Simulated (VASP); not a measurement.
A run of VASP 6.6.1 is set up as follows.

File INCAR:

```
SYSTEM = Ti
PREC     = Accurate       ! precision mode
ENCUT    = 520            ! plane-wave cutoff, eV
EDIFF    = 1E-7           ! SCF threshold, eV
ISMEAR   = -1             ! smearing method
SIGMA    = 0.08           ! smearing width, eV
LREAL    = .FALSE.        ! projectors in reciprocal space
LASPH    = .TRUE.         ! aspherical terms in the spheres
NELM     = 100            ! most SCF steps
ALGO     = Normal         ! electronic algorithm
ISIF     = 2              ! what is computed and relaxed
LWAVE    = .FALSE.        ! write WAVECAR
LCHARG   = .FALSE.        ! write CHGCAR
GGA      = PE             ! functional
NBANDS   = 19             ! bands
```

File KPOINTS:

```
Automatic mesh
0
G
  13 13 7
  0 0 0
```

POSCAR

```
Ti
1.0
    2.9499978604     -0.0294999786     -0.0294999786
   -1.5005466611      2.5695230775     -0.0107977416
   -0.0468600000     -0.0468600000      4.6860000000
Ti
2
Direct
    0.3333333333      0.6666666667      0.2500000000
    0.6666666667      0.3333333333      0.7500000000
```

Potentials or basis: VASP PAW PBE potentials, release 64 (Ti_sv).

Run with:

```bash
$ cat potpaw_PBE.64/Ti_sv/POTCAR > POTCAR
$ mpirun -np 1 vasp_std > vasp.out
```

**Question.** Predict the largest force.

**Answer.** 0.055 eV/Å.

**Question.** Predict the band gap on the k mesh.

**Answer.** Zero (bands 12 and 13 overlap by 1.07 eV).

**Question.** Predict the pressure.

**Answer.** -1.8 GPa.

Forces on the atoms (eV/Å):
```
Ti   0.055  0.001  0.007
Ti  -0.055 -0.001 -0.007
```

Caveat: the cell differs from its parent crystal (equal xy, yz and zx shear strains of -2 %).
